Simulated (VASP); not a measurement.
# AlN (P2_1) in VASP: single point with r2SCAN

Aim: the single point of AlN with r2SCAN.

Program: VASP 6.6.1. These are calculated values, not measurements. Logs are shortened: lines on timing, memory, paths and dates and some standing lists are left out, and cuts for length are marked.

## 1. The cell of the first run

Symmetry: P2_1, No. 4, monoclinic system. Conventional cell: a = 3.107 Å, b = 4.978 Å, c = 3.107 Å, α = 90.00°, β = 120.00°, γ = 90.00°. Al (site symmetry 1) has 4 N at 1.88 to 1.91 Å within 2.5 Å. Within 2.5 Å of N (site symmetry 1) lie 4 Al at 1.88 to 1.91 Å.

## 2. Single point, r2SCAN (atoms displaced along a vibrational mode)

POSCAR

```
AlN
1.0
   -3.1066653462      0.0000000000      0.0000000000
    0.0000000000      0.0000000000     -4.9784048411
    0.0000000000     -5.3809022217      0.0000000000
Al N
4 4
Direct
    0.4597639314      0.9983070980      0.1666666667
   -0.0402360686      0.9983070980      0.6666666667
    0.0402360686      0.4983070980      0.3333333333
    0.5402360686      0.4983070980      0.8333333333
    0.5353237345      0.6166929020      0.1666666667
    0.0353237345      0.6166929020      0.6666666667
   -0.0353237345      0.1166929020      0.3333333333
    0.4646762655      0.1166929020      0.8333333333
```

INCAR.step1

```
ALGO     = Normal         # electronic algorithm
EDIFF    = 1E-4           # SCF threshold, eV
ENCUT    = 520            # plane-wave cutoff, eV
GGA      = PE             # functional
ISMEAR   = 0              # smearing method
LASPH    = True           # aspherical terms in the spheres
LCHARG   = False          # write CHGCAR
LREAL    = False          # projectors in reciprocal space
LWAVE    = True           # write WAVECAR
NBANDS   = 26             # bands
NELM     = 100            # most SCF steps
PREC     = Accurate       # precision mode
SIGMA    = 0.05           # smearing width, eV
```

INCAR.step2

```
ALGO     = Normal         # electronic algorithm
EDIFF    = 1E-6           # SCF threshold, eV
ENCUT    = 520            # plane-wave cutoff, eV
ISIF     = 2              # what is computed and relaxed
ISMEAR   = 0              # smearing method
ISTART   = 1            
LASPH    = True           # aspherical terms in the spheres
LCHARG   = False          # write CHGCAR
LMIXTAU  = True         
LREAL    = False          # projectors in reciprocal space
LWAVE    = False          # write WAVECAR
METAGGA  = R2SCAN         # meta-GGA
NBANDS   = 26             # bands
NELM     = 100            # most SCF steps
PREC     = Accurate       # precision mode
SIGMA    = 0.05           # smearing width, eV
```

KPOINTS

```
k-points
0
Gamma
  8 6 4
```

Potentials or basis: VASP PAW PBE potentials, release 64 (Al, N).

On the command line:

```sh
$ cat potpaw_PBE.64/Al/POTCAR potpaw_PBE.64/N/POTCAR > POTCAR
$ cp INCAR.step1 INCAR
$ mpirun -np 1 vasp_std > vasp.out
$ cp INCAR.step2 INCAR
$ mpirun -np 1 vasp_std > vasp.out
```

OUTCAR:

```text
EDIFF = 1E-6
   ENCUT = 520
   ISIF = 2
   ISMEAR = 0
   ISTART = 1
   LASPH = True
   LREAL = False
   METAGGA = R2SCAN
   NELM = 100
   PREC = Accurate

 ion  position               nearest neighbor table
   1  0.460  0.998  0.167-   7 1.88   8 1.89   7 1.90   5 1.91   3 2.95   3 2.95   4 3.08   4 3.08
                             2 3.11   2 3.11   2 3.11   2 3.11   3 3.20   3 3.20
   2  0.960  0.998  0.667-   8 1.88   7 1.89   8 1.90   6 1.91   4 2.95   4 2.95   3 3.08   3 3.08
                             1 3.11   1 3.11   1 3.11   1 3.11   4 3.20   4 3.20
   3  0.040  0.498  0.333-   5 1.88   6 1.89   5 1.90   7 1.91   1 2.95   1 2.95   2 3.08   2 3.08
                             4 3.11   4 3.11   4 3.11   4 3.11   1 3.20   1 3.20
   4  0.540  0.498  0.833-   6 1.88   5 1.89   6 1.90   8 1.91   2 2.95   2 2.95   1 3.08   1 3.08
                             3 3.11   3 3.11   3 3.11   3 3.11   2 3.20   2 3.20
   5  0.535  0.617  0.167-   3 1.88   4 1.89   3 1.90   1 1.91
   6  0.035  0.617  0.667-   4 1.88   3 1.89   4 1.90   2 1.91
   7  0.965  0.117  0.333-   1 1.88   2 1.89   1 1.90   3 1.91
   8  0.465  0.117  0.833-   2 1.88   1 1.89   2 1.90   4 1.91

  LATTYP: Found a simple orthorhombic cell.
 ALAT       =     3.1066653462
 B/A-ratio  =     1.6024915098
 C/A-ratio  =     1.7320508076

  Lattice vectors:

 A1 = (  -3.1066653462,   0.0000000000,   0.0000000000)
 A2 = (   0.0000000000,   0.0000000000,  -4.9784048411)
 A3 = (   0.0000000000,  -5.3809022217,   0.0000000000)

Analysis of symmetry for initial positions (statically):
=====================================================================
 Subroutine PRICEL returns following result:

  LATTYP: Found a hexagonal cell.
 ALAT       =     3.1066653462
 C/A-ratio  =     1.6024915098

  Lattice vectors:

 A1 = (  -1.5533326731,  -2.6904511108,   0.0000000000)
 A2 = (  -1.5533326731,   2.6904511109,   0.0000000000)
 A3 = (   0.0000000000,   0.0000000000,  -4.9784048411)

   2 primitive cells build up your supercell.

 Routine SETGRP: Setting up the symmetry group for a
 simple orthorhombic supercell.

 Subroutine GETGRP returns: Found  2 space group operations
 (whereof  1 operations were pure point group operations)
 out of a pool of  8 trial point group operations.

The static configuration has the point symmetry C_1 .
 The point group associated with its full space group is C_2 .

Analysis of symmetry for dynamics (positions and initial velocities):
=====================================================================
 Subroutine PRICEL returns following result:

  LATTYP: Found a hexagonal cell.
 ALAT       =     3.1066653462
 C/A-ratio  =     1.6024915098

  Lattice vectors:

 A1 = (  -1.5533326731,  -2.6904511108,   0.0000000000)
 A2 = (  -1.5533326731,   2.6904511109,   0.0000000000)
 A3 = (   0.0000000000,   0.0000000000,  -4.9784048411)

   2 primitive cells build up your supercell.

 Routine SETGRP: Setting up the symmetry group for a
 simple orthorhombic supercell.

 Subroutine GETGRP returns: Found  2 space group operations
 (whereof  1 operations were pure point group operations)
 out of a pool of  8 trial point group operations.

The dynamic configuration has the point symmetry C_1 .
 The point group associated with its full space group is C_2 .

 Subroutine INISYM returns: Found  2 space group operations
 (whereof  1 operations are pure point group operations),
 and found     2 'primitive' translations

----------------------------------------------------------------------------------------

                                     Primitive cell

  volume of cell :      41.6112

  direct lattice vectors                    reciprocal lattice vectors
    -1.553332673 -2.690451111  0.000000000    -0.321888549 -0.185842440  0.000000000
    -1.553332673  2.690451111  0.000000000    -0.321888549  0.185842440  0.000000000
     0.000000000  0.000000000 -4.978404841     0.000000000  0.000000000 -0.200867553

  length of vectors
     3.106665346  3.106665346  4.978404841     0.371684881  0.371684881  0.200867553

  position of ions in fractional coordinates (direct lattice)
     0.626430598  0.293097265  0.998307098
     0.373569402  0.706902735  0.498307098
     0.701990401  0.368657068  0.616692902
     0.298009599  0.631342932  0.116692902

  ion indices of the primitive-cell ions
   primitive index   ion index
                 1           1
                 2           4
                 3           5
                 4           8

----------------------------------------------------------------------------------------

 KPOINTS: k-points

Automatic generation of k-mesh.
 Grid dimensions read from file:
 generate k-points for:    8    6    4

 Generating k-lattice:

  Cartesian coordinates                     Fractional coordinates (reciprocal lattice)
    -0.040236069  0.000000000  0.000000000     0.125000000  0.000000000  0.000000000
     0.000000000  0.000000000 -0.033477926     0.000000000  0.166666667  0.000000000
     0.000000000 -0.046460610  0.000000000     0.000000000  0.000000000  0.250000000

  Length of vectors
     0.040236069  0.033477926  0.046460610

  Shift w.r.t. Gamma in fractional coordinates (k-lattice)
     0.000000000  0.000000000  0.000000000

 Subroutine IBZKPT returns following result:
 ===========================================

 Found     72 irreducible k-points:

 Following reciprocal coordinates:
            Coordinates               Weight
  0.000000  0.000000  0.000000      1.000000
  0.125000  0.000000  0.000000      2.000000
  0.250000  0.000000  0.000000      2.000000
  0.375000  0.000000  0.000000      2.000000
  0.500000  0.000000  0.000000      1.000000
  0.000000  0.166667  0.000000      2.000000
[... 16 lines left out ...]
  0.125000  0.000000 -0.250000      2.000000
  0.250000  0.000000  0.250000      2.000000
 [... further k-points ...]
   k-points           NKPTS =     72   k-points in BZ     NKDIM =     72   number of bands    NBANDS=     26
   number of dos      NEDOS =    301   number of ions     NIONS =      8
   total plane-waves  NPLWV =  38400
   dimension x,y,z NGX =    24 NGY =   40 NGZ =   40
   dimension x,y,z NGXF=    48 NGYF=   80 NGZF=   80
   ions per type =               4   4
   NGX,Y,Z   is equivalent  to a cutoff of  12.84, 13.36, 12.36 a.u.
   NGXF,Y,Z  is equivalent  to a cutoff of  25.69, 26.71, 24.72 a.u.
 SYSTEM =  unknown system
   PREC   = accura    normal or accurate (medium, high low for compatibility)
   ISTART =      1    job   : 0-new  1-cont  2-samecut
   ICHARG =      0    charge: 1-file 2-atom 10-const
   ISPIN  =      1    spin polarized calculation?
   LNONCOLLINEAR =      F non collinear calculations
   LSORBIT =      F    spin-orbit coupling
   LASPH  =      T    aspherical Exc in radial PAW
   ENCUT  =  520.0 eV  38.22 Ry    6.18 a.u.   5.78  9.26 10.00*2*pi/ulx,y,z
   NELM   =    100;   NELMIN=  2; NELMDL=  0     # of ELM steps
   EDIFF  = 0.1E-05   stopping-criterion for ELM
   LREAL  =      F    real-space projection
   EDIFFG = 0.1E-04   stopping-criterion for IOM
   NSW    =      0    number of steps for IOM
   IBRION =     -1    ionic relax: 0-MD 1-quasi-New 2-CG
   NFREE  =      0    steps in history (QN), initial steepest desc. (CG)
   ISIF   =      2    stress and relaxation
   ISYM   =      2    0-nonsym 1-usesym 2-fastsym
   POTIM  = 0.5000    time-step for ionic-motion
   TEBEG  =    0.0;   TEEND  =   0.0 temperature during run
   PSTRESS=    0.0 pullay stress
   NELECT =      32.0000    total number of electrons
   NUPDOWN=      -1.0000    fix difference up-down
   EMIN   =  10.00;   EMAX   =-10.00  energy-range for DOS
   EFERMI =   0.00;   METHOD = LEGACY
   ISMEAR =     0;   SIGMA  =   0.05  broadening in eV -4-tet -1-fermi 0-gaus
   EFERMI_NEDOS =   21; number of points for ismear=-14 and -15
   IALGO  =     38    algorithm
   IMIX   =      4    mixing-type and parameters
     AMIX     =   0.40;   BMIX     =  1.00
     AMIX_MAG =   1.60;   BMIX_MAG =  1.00
  volume/ion in A,a.u.               =      10.40        70.20
  Fermi-wavevector in a.u.,A,eV,Ry     =   1.190451  2.249626 19.281821  1.417174
  Thomas-Fermi vector in A             =   2.326535
   LORBIT       =      0    0 simple, 1 ext, 2 COOP (PROOUT), +10 PAW based schemes
   METAGGA = R2SCAN    functional components
   LHFCALC =     F    Hartree Fock is set to
   AEXX    =    0.0000 exact exchange contribution
   IVDW    =     0    specifies the selected vdW correction
   LEPSILON=     F    determine dielectric tensor
   LRPA    =     F    only Hartree local field effects (RPA)
 non-spin polarized calculation
 Gauss-broadening in eV      SIGMA  =   0.05
  energy-cutoff  :      520.00
  volume of cell :       83.22
 maximum number of plane-waves:      2264
 NGX is ok and might be reduce to    24
   NGX = 11   NGY = 19   NGZ = 21

 number of electron      32.0000000 magnetization

 Free energy of the ion-electron system (eV)
  ---------------------------------------------------
  ext. energy  EPLUGINS =         0.00000000
  ---------------------------------------------------
  free energy    TOTEN  =       -76.64112253 eV

  energy without entropy =      -76.64112253  energy(sigma->0) =      -76.64112253

 E-fermi :   6.3156     XC(G=0): -11.4244

 val. band max:        6.0297823815   @ k =   0.0000   0.0000   0.0000
 cond. band min:      10.7622781526   @ k =   0.0000   0.0000   0.0000
 fundamental gap:      4.7324957711
 Fermi energy:         6.3156231996

 k-point     1 :       0.0000    0.0000    0.0000
  band No.  band energies     occupation
      1     -10.0455      2.00000
      2      -8.0983      2.00000
      3      -7.9144      2.00000
      4      -7.3910      2.00000
      5      -0.1259      2.00000
      6       0.4170      2.00000
[... 18 lines left out ...]
     25      17.9101      0.00000
     26      18.5080      0.00000

 k-point     2 :       0.1250    0.0000    0.0000
  band No.  band energies     occupation
      1      -9.8952      2.00000
      2      -8.0070      2.00000
      3      -7.8304      2.00000
      4      -7.3825      2.00000
      5       0.0553      2.00000
      6       0.5669      2.00000
[... 18 lines left out ...]
     25      17.7837      0.00000
     26      18.5343      0.00000

 k-point     3 :       0.2500    0.0000    0.0000
  band No.  band energies     occupation
      1      -9.4684      2.00000
      2      -7.7769      2.00000
      3      -7.6167      2.00000
      4      -7.4096      2.00000
      5       0.5811      2.00000
      6       0.9212      2.00000
[... 572 lines left out ...]
 k-point    23 :       0.1250    0.0000   -0.2500
  band No.  band energies     occupation
      1      -9.7043      2.00000
      2      -8.4393      2.00000
      3      -7.7205      2.00000
      4      -7.3572      2.00000
      5       0.2860      2.00000
      6       1.1249      2.00000
[... 18 lines left out ...]
     25      17.9252      0.00000
     26      18.4531      0.00000

 k-point    24 :       0.2500    0.0000    0.2500
  band No.  band energies     occupation
      1      -9.2838      2.00000
      2      -8.2180      2.00000
      3      -7.5649      2.00000
      4      -7.2614      2.00000
      5       0.8237      2.00000
      6       1.0747      2.00000
[... 18 lines left out ...]
     25      17.4644      0.00000
     26      18.1192      0.00000

 [... further k-points ...]

------------------------ aborting loop because EDIFF is reached ----------------------------------------

  FORCE on cell =-STRESS in cart. coord.  units (eV):
  Direction    XX          YY          ZZ          XY          YZ          ZX
  --------------------------------------------------------------------------------------
  -------------------------------------------------------------------------------------
  Total       -0.9911444     -0.1433854     -0.0947498      0.2635104      0.0000000      0.0000000
  in kB      -19.0812904     -2.7604238     -1.8241018      5.0730434      0.0000000      0.0000000
  external PRESSURE =      -7.8886053 kB  Pullay stress =       0.0000000 kB

 VOLUME and BASIS-vectors are now :
 -----------------------------------------------------------------------------
  energy-cutoff  :      520.00
  volume of cell :       83.22
      direct lattice vectors                 reciprocal lattice vectors
    -3.106665346  0.000000000  0.000000000    -0.321888549  0.000000000  0.000000000
     0.000000000  0.000000000 -4.978404841     0.000000000  0.000000000 -0.200867553
     0.000000000 -5.380902222  0.000000000     0.000000000 -0.185842440  0.000000000

 POSITION                                       TOTAL-FORCE (eV/Angst)
 -----------------------------------------------------------------------------------
     -1.42833     -0.89682     -4.96998        -0.772699      0.075639      0.102303
     -2.98167     -3.58727     -4.96998        -0.772699      0.075639      0.102303
     -0.12500     -1.79363     -2.48077         0.772699     -0.075639      0.102303
     -1.67833     -4.48409     -2.48077         0.772699     -0.075639      0.102303
     -1.66307     -0.89682     -3.07015         0.355719      0.034363     -0.102303
     -0.10974     -3.58727     -3.07015         0.355719      0.034363     -0.102303
     -2.99693     -1.79363     -0.58094        -0.355719     -0.034363     -0.102303
     -1.44359     -4.48409     -0.58094        -0.355719     -0.034363     -0.102303
 -----------------------------------------------------------------------------------
    total drift:                               -0.000000      0.000001      0.003917

  FREE ENERGIE OF THE ION-ELECTRON SYSTEM (eV)
  ---------------------------------------------------
  free  energy   TOTEN  =       -76.6411225317 eV

  energy  without entropy=      -76.6411225317  energy(sigma->0) =      -76.64112253
```

It took 8.3 min on 1 thread of Intel Xeon 8259CL, shared host; peak memory 0.27 GiB.

Results:

| Property | Result |
| --- | --- |
| Free energy | -76.6411 eV |
| Pressure | -0.8 GPa |
| Largest force | 0.783 eV/Å |
| Band gap on the k mesh | 4.73 eV |

Forces in eV/Å, atoms in the order of the input:
```
Al  -0.773  0.076  0.102
Al  -0.773  0.076  0.102
Al   0.773 -0.076  0.102
Al   0.773 -0.076  0.102
N    0.356  0.034 -0.102
N    0.356  0.034 -0.102
N   -0.356 -0.034 -0.102
N   -0.356 -0.034 -0.102
```

Stress tensor (GPa, compression positive):
```
-1.91  0.51  0.00
 0.51 -0.28  0.00
 0.00  0.00 -0.18
```

Levels at points of the mesh, in eV from the valence-band top:
| k point | band 14 | band 15 | band 16 | band 17 | band 18 | band 19 |
| --- | --- | --- | --- | --- | --- | --- |
| (0.00, 0.00, 0.00) | -0.53 | -0.14 | 0.00 | 4.73 | 6.34 | 6.48 |
| (0.50, 0.00, 0.00) | -1.95 | -1.43 | -1.43 | 6.18 | 6.18 | 8.51 |
| (0.00, 0.50, 0.00) | -0.71 | -0.60 | -0.60 | 5.81 | 5.81 | 7.06 |
| (0.50, 0.50, 0.00) | -1.04 | -1.04 | -1.04 | 7.20 | 7.20 | 7.20 |
| (0.00, 0.00, 0.50) | -0.61 | -0.42 | -0.42 | 6.75 | 6.75 | 8.25 |
| (0.50, 0.00, 0.50) | -1.39 | -0.88 | -0.76 | 5.62 | 6.26 | 6.65 |
| (0.00, 0.50, 0.50) | -1.11 | -1.11 | -1.11 | 7.09 | 7.09 | 7.09 |
| (0.50, 0.50, 0.50) | -1.46 | -1.24 | -1.24 | 5.70 | 5.70 | 6.03 |

Caveat: the cell differs from its parent crystal (atoms displaced along a vibrational mode); the PAW data sets were made with another functional, which shifts forces and pressure a little.
